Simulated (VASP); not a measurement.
## Pd: single point with BLYP

Crystal: Pd.

```xyz
1
Lattice="2.6336 0.0000 0.0000 0.0000 2.6336 0.0000 0.0000 0.0000 2.6336" Properties=species:S:1:pos:R:3 pbc="T T T"
Pd    0.0000    0.0000    0.0000
```

This cell differs from its parent crystal: volume scaled by 0.96.

```yaml
Program: VASP 6.6.1
Task: single point
Functional: BLYP
Potentials_or_basis: VASP PAW PBE potentials, release 64 (Pd)
Cutoff: 520 eV
k_mesh: 13 × 13 × 13
Occupations: fermi-dirac, width 0.1 eV
Spin: no spin polarisation
```

```
Pressure               : 4.6 GPa
Band gap on the k mesh : zero (band 5 reaches 8.36 eV, above the bottom of band 6 at 6.72 eV)
```

Levels at points of the mesh, in eV from the Fermi level:
```tsv
k point	band 2	band 3	band 4	band 5	band 6	band 7	band 8	band 9
(0.00, 0.00, 0.00)	-4.35	-4.35	-0.06	-0.06	-0.06	16.24	16.24	16.24
```

Run time: 15 s on 1 thread of Intel(R) Xeon(R) Platinum 8259CL CPU @ 2.50GHz (Skylake/Cascade Lake), with other jobs on the host, peak memory 0.13 GiB.

Caveat: the PAW data sets were made with another functional, which shifts forces and pressure a little.
